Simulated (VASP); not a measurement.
Gd, 2 atoms in the cell. It takes space group P6_3/mmc (No. 194, hexagonal). The conventional cell has a = 3.636 Å, b = 3.636 Å, c = 5.783 Å, α = 90.00°, β = 90.00°, γ = 120.00°. Within 4.7 Å of Gd (site symmetry -6m2) lie 12 Gd at 3.57 to 3.64 Å. 

```yaml
Program: VASP 6.6.1
Task: relaxation of cell and atoms
Functional: PBE
Potentials_or_basis: VASP PAW PBE potentials, release 64 (Gd)
Cutoff: 600 eV
k_mesh: 6 × 6 × 4
Occupations: gaussian, width 0.05 eV
Spin: collinear spin, ferromagnetic start
Starting_moments: "[7.0, 7.0] μB"
Dipole_correction: no
Further_INCAR_settings: ALGO = Normal; EDIFF = 1e-06; IBRION = 2; EDIFFG = -0.03; NSW = 80; ISIF = 3
```

Potentials or basis: VASP PAW PBE potentials, release 64 (Gd).

Command:

```sh
$ cat potpaw_PBE.64/Gd/POTCAR > POTCAR
$ mpirun -np 1 vasp_std > vasp.out
```

Hardware: 1 thread of Intel(R) Xeon(R) 6975P-C (Granite Rapids), with other jobs on the host.

Estimate the wall time of this run.

Run time: 3.6 min on 1 thread of Intel(R) Xeon(R) 6975P-C (Granite Rapids) (shared host), peak memory 0.28 GiB. Counts: scf iterations 56, k points 21, ion steps 2.
